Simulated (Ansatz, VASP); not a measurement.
AlN in VASP and in Ansatz

File INCAR:

```
  PREC = Accurate
  ENCUT = 520
  EDIFF = 1E-6
  ISMEAR = -1
  SIGMA = 0.05
  LREAL = F
  LASPH = T
  NELM = 60
  ALGO = Normal
  ISIF = 2
  LWAVE = F
  LCHARG = T
  GGA = RP
  IVDW = 12
  LELF = T
  LVHAR = T
  NBANDS = 16
```

File KPOINTS:

```
Automatic mesh
0
Gamma
  10 10 6
```

File POSCAR:

```
AlN
1.0
    3.1740547162      0.0000000000      0.0000000000
   -1.5870273581      2.7488120173      0.0000000000
    0.0000000000      0.0000000000      5.0786914685
Al N
2 2
Direct
    0.6666666667      0.3333333333      0.5000000000
    0.3333333333      0.6666666667      0.0000000000
    0.6666666667      0.3333333333      0.8800000000
    0.3333333333      0.6666666667      0.3800000000
```

The input input.yaml:

```yaml
crystal:
  lattice:
    - [3.1740547162, 0.0, 0.0]
    - [-1.5870273581, 2.7488120173, 0.0]
    - [0.0, 0.0, 5.0786914685]
  atoms:
    - { symbol: Al, position: [0.6666666667, 0.3333333333, 0.5] }
    - { symbol: Al, position: [0.3333333333, 0.6666666667, 0.0] }
    - { symbol: "N", position: [0.6666666667, 0.3333333333, 0.88] }
    - { symbol: "N", position: [0.3333333333, 0.6666666667, 0.38] }
hamiltonian:
  xc: rpbe
  pseudopotentials: { kind: paw }
  dispersion: d3bj
kpoints:
  mp_grid: { grid: [10, 10, 6] }
scf:
  occupations: { method: fermi_dirac, width: 0.05 }
output:
  forces: true
  stress: true
  eigenvalues: true
```

Alike in both runs: task single point; functional RPBE; dispersion D3(BJ); k mesh 10 × 10 × 6; occupations fermi-dirac, width 0.05 eV; no spin polarisation.

|  | VASP | Ansatz |
| --- | --- | --- |
| version | VASP 6.6.1 | Ansatz 0.2.0 |
| potentials or method | VASP PAW PBE potentials, release 64 (Al, N) | Ansatz PAW |
| plane-wave cutoff (eV) | 520 | 420 |
| valence electrons in the cell | 16 | 16 |

Ansatz gave:

| Item | Value |
| --- | --- |
| gap on the k mesh at the Fermi level (eV) | 3.75 |
| least direct gap on the mesh (eV) | 3.75 |
| pressure (GPa) | -22.6 |
| traceless stress, the component that is largest in VASP (GPa) | 0.93 |
| rms of the force components (eV/Å) | 0.064 |

Q: What did VASP give for the same quantities?

A: gap on the k mesh at the Fermi level (eV): 3.77; least direct gap on the mesh (eV): 3.77; pressure (GPa): -23.2; traceless stress, the component that is largest in VASP (GPa): 0.98; rms of the force components (eV/Å): 0.063.

VASP's potentials were made for PBE, not for RPBE. Atom by atom the forces differ by 0.001 eV/Å (rms over components).
